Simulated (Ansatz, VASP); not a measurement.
## One calculation of WS2, two programs

INCAR

```
ALGO = Normal
EDIFF = 1E-7
ENCUT = 520
GGA = PE
ISIF = 2
ISMEAR = 0
LASPH = T
LCHARG = F
LREAL = F
LWAVE = F
NBANDS = 20
NELM = 100
PREC = Accurate
SIGMA = 0.023
```

KPOINTS

```
k-points
0
Gamma
  10 10 2
```

File POSCAR:

```
WS2
1.0
    3.1835163552      0.0000000000      0.0000000000
   -1.5917581776      2.7570060369      0.0000000000
    0.0000000000      0.0000000000     16.9505778900
W S
1 2
Direct
    0.0000000000      0.0000000000      0.0000000000
    0.3333333333      0.6666666667      0.0920005100
    0.3333333333      0.6666666667      0.9079994900
```

Contents of input.yaml:

```yaml
crystal:
  lattice:
    - [3.1835163552, 0.0, 0.0]
    - [-1.5917581776, 2.7570060369, 0.0]
    - [0.0, 0.0, 16.95057789]
  atoms:
    - { symbol: W, position: [0.0, 0.0, 0.0] }
    - { symbol: S, position: [0.3333333333, 0.6666666667, 0.09200051] }
    - { symbol: S, position: [0.3333333333, 0.6666666667, 0.90799949] }
hamiltonian:
  xc: pbe
  pseudopotentials: { kind: paw }
kpoints:
  mp_grid: { grid: [10, 10, 2] }
scf:
  occupations: { method: gaussian, width: 0.023 }
output:
  forces: true
  stress: true
  eigenvalues: true
```

Alike in both runs: task single point; functional PBE; k mesh 10 × 10 × 2; occupations gaussian, width 0.023 eV; no spin polarisation.

```csv
,VASP,Ansatz
version,VASP 6.6.1,Ansatz 0.2.0
potentials or method,"VASP PAW PBE potentials, release 64 (W_sv, S)",Ansatz PAW
plane-wave cutoff (eV),520,420
valence electrons in the cell,26,26
```

```tsv
	VASP	Ansatz	Ansatz less VASP
gap on the k mesh at the Fermi level (eV)	2.00	1.99	-0.013
least direct gap on the mesh (eV)	2.16	2.15	-0.003
rms of the force components (eV/Å)	0.124	0.122	-0.0018
```

Atom by atom the forces differ by 0.002 eV/Å (rms over components).

Spin-orbit coupling is off throughout.
